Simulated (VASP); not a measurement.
A run of VASP 6.6.1 is set up as follows.

The input INCAR:

```
SYSTEM = AlN
PREC = Accurate ; ENCUT = 520
EDIFF = 1E-6 ; ISMEAR = 0
SIGMA = 0.01 ; LREAL = .False.
LASPH = .True. ; NELM = 100
ALGO = Normal ; ISIF = 2
LWAVE = .False. ; LCHARG = .False.
GGA = CA ; NBANDS = 16
```

KPOINTS

```
Automatic mesh
0
Gamma
  8 8 4
  0 0 0
```

POSCAR

```
AlN
1.0
    3.0887238307      0.0000000000      0.0000000000
   -1.5443619153      2.6749133026      0.0000000000
    0.0000000000      0.0000000000      4.9432742115
Al N
2 2
Direct
    0.3333333333      0.6666666667      0.0000092746
    0.6666666667      0.3333333333      0.5000092746
    0.3333333333      0.6666666667      0.3819907254
    0.6666666667      0.3333333333      0.8819907254
```

Potentials or basis: VASP PAW LDA potentials, release 64 (Al, N).

Launch:

```console
$ cat potpaw_LDA.64/Al/POTCAR potpaw_LDA.64/N/POTCAR > POTCAR
$ mpirun -np 1 vasp_std > vasp.out
```

Task: Predict the pressure.

Result: 0.6 GPa.

Task: Predict the band gap on the k mesh.

Result: 4.42 eV, direct.
